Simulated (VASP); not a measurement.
Input of a VASP 6.6.1 run:

The input INCAR:

```
SYSTEM = ZnSnN
PREC = Accurate
ENCUT = 520
EDIFF = 1E-7
ISMEAR = 0
SIGMA = 0.1
LREAL = .FALSE.
LASPH = .TRUE.
NELM = 80
ALGO = Normal
ISIF = 2
LWAVE = .FALSE.
LCHARG = .FALSE.
GGA = PE
NBANDS = 22
```

File KPOINTS:

```
regular mesh
0
G
  4 4 4
  0 0 0
```

The input POSCAR:

```
ZnSnN
1.0
    3.8052097200      0.0000000000      0.0000000000
    0.0000000000      3.8052097200      0.0000000000
    0.0000000000      0.0000000000      3.9642325900
Zn Sn N
1 1 1
Direct
    0.5000000000      0.5000000000      0.5000000000
    0.0000000000      0.0000000000      0.5000000000
    0.5000000000      0.5000000000      0.0000000000
```

Potentials or basis: VASP PAW PBE potentials, release 64 (Zn, Sn_d, N).

Command:

```sh
$ cat potpaw_PBE.64/Zn/POTCAR potpaw_PBE.64/Sn_d/POTCAR potpaw_PBE.64/N/POTCAR > POTCAR
$ mpirun -np 1 vasp_std > vasp.out
```

(1) Estimate the pressure.

(2) What does it give for the band gap on the k mesh?

Answers

(1) -1.0 GPa.

(2) zero (an odd number of electrons rules out a gap without spin polarisation).

Caveat: the k points lie up to 0.41 Å⁻¹ apart, too coarse for converged energies and pressures of a metal; spin-orbit coupling is left out, which moves the levels of the heavy elements.
